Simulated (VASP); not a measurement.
# CaIn2As2 (P6_3/mmc) in VASP: single point with r2SCAN

Aim: the single point of CaIn2As2 with r2SCAN.

Program: VASP 6.6.1. These are calculated values, not measurements. Logs are shortened: lines on timing, memory, paths and dates and some standing lists are left out, and cuts for length are marked.

## (1) The cell of the first run

Symmetry: P6_3/mmc, No. 194, hexagonal system. Conventional cell: a = 4.172 Å, b = 4.172 Å, c = 17.829 Å, α = 90.00°, β = 90.00°, γ = 120.00°. Within 3.6 Å of In (site symmetry 3m) lie 3 As at 2.70 Å and 1 In at 2.80 Å. Within 3.6 Å of As (site symmetry 3m) lie 3 In at 2.70 Å and 3 Ca at 3.03 Å. Ca (site symmetry -3m) has 6 As at 3.03 Å and 6 In at 3.89 Å within 4.0 Å.

## (2) Single point, r2SCAN

POSCAR reads:

```
CaIn2As2
1.0
    4.1721978905      0.0000000000      0.0000000000
   -2.0860989452      3.6132293628      0.0000000000
    0.0000000000      0.0000000000     17.8285390000
In As Ca
4 4 2
Direct
    0.3333333333      0.6666666667      0.1714668902
    0.6666666667      0.3333333333      0.6714668902
    0.3333333333      0.6666666667      0.3285331098
    0.6666666667      0.3333333333      0.8285331098
    0.3333333333      0.6666666667      0.6028037016
    0.6666666667      0.3333333333      0.1028037016
    0.3333333333      0.6666666667      0.8971962984
    0.6666666667      0.3333333333      0.3971962984
    0.0000000000      0.0000000000      0.0000000000
    0.0000000000      0.0000000000      0.5000000000
```

INCAR.step1 reads:

```
  PREC = Accurate
  ENCUT = 520
  ISMEAR = 1
  SIGMA = 0.1949
  LREAL = F
  LASPH = T
  NELM = 80
  NBANDS = 57
  GGA = PE
  ALGO = Normal
  EDIFF = 1E-4
  LWAVE = T
  LCHARG = F
```

INCAR.step2 reads:

```
  PREC = Accurate
  ENCUT = 520
  EDIFF = 1E-6
  ISMEAR = 1
  SIGMA = 0.1949
  LREAL = F
  LASPH = T
  NELM = 80
  ALGO = Normal
  ISIF = 2
  LWAVE = F
  LCHARG = F
  METAGGA = R2SCAN
  LMIXTAU = T
  NBANDS = 57
  ISTART = 1
```

KPOINTS reads:

```
Automatic mesh
0
Gamma
  7 7 2
```

Potentials or basis: VASP PAW PBE potentials, release 64 (In_d, As, Ca_sv).

On the command line:

```bash
cat potpaw_PBE.64/In_d/POTCAR potpaw_PBE.64/As/POTCAR potpaw_PBE.64/Ca_sv/POTCAR > POTCAR
cp INCAR.step1 INCAR
mpirun -np 1 vasp_std > vasp.out
cp INCAR.step2 INCAR
mpirun -np 1 vasp_std > vasp.out
```

OUTCAR:

```text
PREC = Accurate
   ENCUT = 520
   EDIFF = 1E-6
   ISMEAR = 1
   LREAL = F
   LASPH = T
   NELM = 80
   ISIF = 2
   METAGGA = R2SCAN
   ISTART = 1

 ion  position               nearest neighbor table
   1  0.333  0.667  0.171-   6 2.70   6 2.70   6 2.70   3 2.80
   2  0.667  0.333  0.671-   5 2.70   5 2.70   5 2.70   4 2.80
   3  0.333  0.667  0.329-   8 2.70   8 2.70   8 2.70   1 2.80
   4  0.667  0.333  0.829-   7 2.70   7 2.70   7 2.70   2 2.80
   5  0.333  0.667  0.603-   2 2.70   2 2.70   2 2.70  10 3.03  10 3.03  10 3.03
   6  0.667  0.333  0.103-   1 2.70   1 2.70   1 2.70   9 3.03   9 3.03   9 3.03
   7  0.333  0.667  0.897-   4 2.70   4 2.70   4 2.70   9 3.03   9 3.03   9 3.03
   8  0.667  0.333  0.397-   3 2.70   3 2.70   3 2.70  10 3.03  10 3.03  10 3.03
   9  0.000  0.000  0.000-   6 3.03   7 3.03   7 3.03   6 3.03   6 3.03   7 3.03
  10  0.000  0.000  0.500-   5 3.03   8 3.03   5 3.03   8 3.03   8 3.03   5 3.03

  LATTYP: Found a hexagonal cell.
 ALAT       =     4.1721978905
 C/A-ratio  =     4.2731767447

  Lattice vectors:

 A1 = (   4.1721978905,   0.0000000000,   0.0000000000)
 A2 = (  -2.0860989452,   3.6132293628,   0.0000000000)
 A3 = (   0.0000000000,   0.0000000000,  17.8285390000)

Analysis of symmetry for initial positions (statically):
=====================================================================
 Subroutine PRICEL returns:
 Original cell was already a primitive cell.

 Routine SETGRP: Setting up the symmetry group for a
 hexagonal supercell.

 Subroutine GETGRP returns: Found 24 space group operations
 (whereof 12 operations were pure point group operations)
 out of a pool of 24 trial point group operations.

The static configuration has the point symmetry D_3d.
 The point group associated with its full space group is D_6h.

Analysis of symmetry for dynamics (positions and initial velocities):
=====================================================================
 Subroutine PRICEL returns:
 Original cell was already a primitive cell.

 Routine SETGRP: Setting up the symmetry group for a
 hexagonal supercell.

 Subroutine GETGRP returns: Found 24 space group operations
 (whereof 12 operations were pure point group operations)
 out of a pool of 24 trial point group operations.

The dynamic configuration has the point symmetry D_3d.
 The point group associated with its full space group is D_6h.

 Subroutine INISYM returns: Found 24 space group operations
 (whereof 12 operations are pure point group operations),
 and found     1 'primitive' translations

[... 111 lines left out ...]
   PSTRESS=    0.0 pullay stress
   NELECT =      92.0000    total number of electrons
   NUPDOWN=      -1.0000    fix difference up-down
   EMIN   =  10.00;   EMAX   =-10.00  energy-range for DOS
   EFERMI =   0.00;   METHOD = LEGACY
   ISMEAR =     1;   SIGMA  =   0.19  broadening in eV -4-tet -1-fermi 0-gaus
   EFERMI_NEDOS =   21; number of points for ismear=-14 and -15
   IALGO  =     38    algorithm
   IMIX   =      4    mixing-type and parameters
     AMIX     =   0.40;   BMIX     =  1.00
     AMIX_MAG =   1.60;   BMIX_MAG =  1.00
  volume/ion in A,a.u.               =      26.88       181.37
  Fermi-wavevector in a.u.,A,eV,Ry     =   1.145193  2.164101 17.843594  1.311467
  Thomas-Fermi vector in A             =   2.281882
   LORBIT       =      0    0 simple, 1 ext, 2 COOP (PROOUT), +10 PAW based schemes
   METAGGA = R2SCAN    functional components
   LHFCALC =     F    Hartree Fock is set to
   AEXX    =    0.0000 exact exchange contribution
   IVDW    =     0    specifies the selected vdW correction
   LEPSILON=     F    determine dielectric tensor
   LRPA    =     F    only Hartree local field effects (RPA)
 non-spin polarized calculation
 Methfessel and Paxton  Order N= 1 SIGMA  =   0.19
  energy-cutoff  :      520.00
  volume of cell :      268.77
 maximum number of plane-waves:      7297
 NGX is ok and might be reduce to    32
   NGX = 15   NGY = 15   NGZ = 67

 number of electron      91.9999988 magnetization

 Free energy of the ion-electron system (eV)
  ---------------------------------------------------
  ext. energy  EPLUGINS =         0.00000000
  ---------------------------------------------------
  free energy    TOTEN  =      -170.97133431 eV

  energy without entropy =     -170.97176427  energy(sigma->0) =     -170.97147763

 E-fermi :   5.3160     XC(G=0):  -9.8173

 val. band max:        5.1449493649   @ k =   0.0000   0.0000   0.0000
 cond. band min:       5.4702583597   @ k =   0.0000   0.0000   0.0000
 fundamental gap:      0.3253089948
 Fermi energy:         5.3160394071

 k-point     1 :       0.0000    0.0000    0.0000
  band No.  band energies     occupation
      1     -38.2185      2.00000
      2     -38.2185      2.00000
      3     -18.4113      2.00000
      4     -18.4113      2.00000
      5     -18.3209      2.00000
      6     -18.3208      2.00000
[... 949 lines left out ...]
     56       8.7362     -0.00000
     57       8.9581     -0.00000

------------------------ aborting loop because EDIFF is reached ----------------------------------------

  FORCE on cell =-STRESS in cart. coord.  units (eV):
  Direction    XX          YY          ZZ          XY          YZ          ZX
  --------------------------------------------------------------------------------------
  -------------------------------------------------------------------------------------
  Total        0.1652648      0.1652648     -0.2293618      0.0000000      0.0000000      0.0000000
  in kB        0.9851784      0.9851784     -1.3672740      0.0000000      0.0000000      0.0000000
  external PRESSURE =       0.2010276 kB  Pullay stress =       0.0000000 kB

 VOLUME and BASIS-vectors are now :
 -----------------------------------------------------------------------------
  energy-cutoff  :      520.00
  volume of cell :      268.77
      direct lattice vectors                 reciprocal lattice vectors
     4.172197890  0.000000000  0.000000000     0.239681824  0.138380366  0.000000000
    -2.086098945  3.613229363  0.000000000     0.000000000  0.276760731  0.000000000
     0.000000000  0.000000000 17.828539000     0.000000000  0.000000000  0.056089846

 POSITION                                       TOTAL-FORCE (eV/Angst)
 -----------------------------------------------------------------------------------
     -0.00000      2.40882      3.05700        -0.000000      0.000000      0.016311
      2.08610      1.20441     11.97127         0.000000     -0.000000      0.016311
     -0.00000      2.40882      5.85727        -0.000000      0.000000     -0.016311
      2.08610      1.20441     14.77153         0.000000     -0.000000     -0.016311
     -0.00000      2.40882     10.74711         0.000000     -0.000000      0.004925
      2.08610      1.20441      1.83284        -0.000000      0.000000      0.004925
     -0.00000      2.40882     15.99570        -0.000000      0.000000     -0.004925
      2.08610      1.20441      7.08143        -0.000000      0.000000     -0.004925
      0.00000      0.00000      0.00000        -0.000000      0.000000      0.000000
      0.00000      0.00000      8.91427        -0.000000      0.000000      0.000000
 -----------------------------------------------------------------------------------
    total drift:                                0.000000      0.000000      0.000000

  FREE ENERGIE OF THE ION-ELECTRON SYSTEM (eV)
  ---------------------------------------------------
  free  energy   TOTEN  =      -170.9713343128 eV

  energy  without entropy=     -170.9717642652  energy(sigma->0) =     -170.97147763
```

OUTCAR.step1:

```text
PREC = Accurate
   ENCUT = 520
   ISMEAR = 1
   LREAL = F
[... 1205 lines left out ...]
     -0.00000      2.40882     15.99570        -0.000000      0.000000      0.119297
      2.08610      1.20441      7.08143         0.000000     -0.000000      0.119297
      0.00000      0.00000      0.00000        -0.000000     -0.000000      0.000000
      0.00000      0.00000      8.91427        -0.000000     -0.000000      0.000000
 -----------------------------------------------------------------------------------
    total drift:                                0.000000      0.000000      0.000000

  FREE ENERGIE OF THE ION-ELECTRON SYSTEM (eV)
  ---------------------------------------------------
  free  energy   TOTEN  =       -38.7234621727 eV

  energy  without entropy=      -38.7248239431  energy(sigma->0) =      -38.72391610
```

OSZICAR.step1:

```text
N       E                     dE             d eps       ncg     rms          rms(c)
DAV:   1     0.973134705303E+03    0.97313E+03   -0.41265E+04  1824   0.178E+03
DAV:   2     0.903506375158E+02   -0.88278E+03   -0.85997E+03  1824   0.487E+02
DAV:   3    -0.310918081291E+02   -0.12144E+03   -0.11757E+03  2319   0.190E+02
DAV:   4    -0.396979975130E+02   -0.86062E+01   -0.85465E+01  2663   0.453E+01
DAV:   5    -0.403165152619E+02   -0.61852E+00   -0.61685E+00  3416   0.949E+00    0.972E+00
DAV:   6    -0.387454282167E+02    0.15711E+01   -0.34882E+00  2680   0.143E+01    0.586E+00
DAV:   7    -0.387383010593E+02    0.71272E-02   -0.19268E+00  2656   0.488E+00    0.165E+00
DAV:   8    -0.387187840504E+02    0.19517E-01   -0.20594E-01  2568   0.263E+00    0.114E+00
DAV:   9    -0.387227447847E+02   -0.39607E-02   -0.28297E-02  2696   0.759E-01    0.414E-01
DAV:  10    -0.387229187513E+02   -0.17397E-03   -0.67983E-03  2647   0.518E-01    0.195E-01
DAV:  11    -0.387234493121E+02   -0.53056E-03   -0.16487E-03  1992   0.139E-01    0.100E-01
DAV:  12    -0.387234621727E+02   -0.12861E-04   -0.14302E-04  1742   0.645E-02
   1 F= -.38723462E+02 E0= -.38723916E+02  d E =0.136177E-02
```

Run time: 20 min. Hardware: 1 thread of Intel Xeon Platinum 8259CL at 2.50GHz (Skylake/Cascade Lake), shared host; peak memory 0.53 GiB.

What came out:

* Free energy: -170.9713 eV
* Pressure: 0.0 GPa
* Largest force: 0.016 eV/Å
* Band gap on the k mesh: 0.33 eV

Forces in eV/Å, atoms in the order of the input:
```
In   0.000  0.000  0.016
In   0.000  0.000  0.016
In   0.000  0.000 -0.016
In   0.000  0.000 -0.016
As   0.000  0.000  0.005
As   0.000  0.000  0.005
As   0.000  0.000 -0.005
As   0.000  0.000 -0.005
Ca   0.000  0.000  0.000
Ca   0.000  0.000  0.000
```

Stress tensor (GPa, compression positive):
```
 0.10  0.00  0.00
 0.00  0.10  0.00
 0.00  0.00 -0.14
```

Caveat: the PAW data sets were made with another functional, which shifts forces and pressure a little; spin-orbit coupling is left out, which moves the levels of the heavy elements; an odd mesh through Γ misses points on the zone boundary, where band edges can lie.
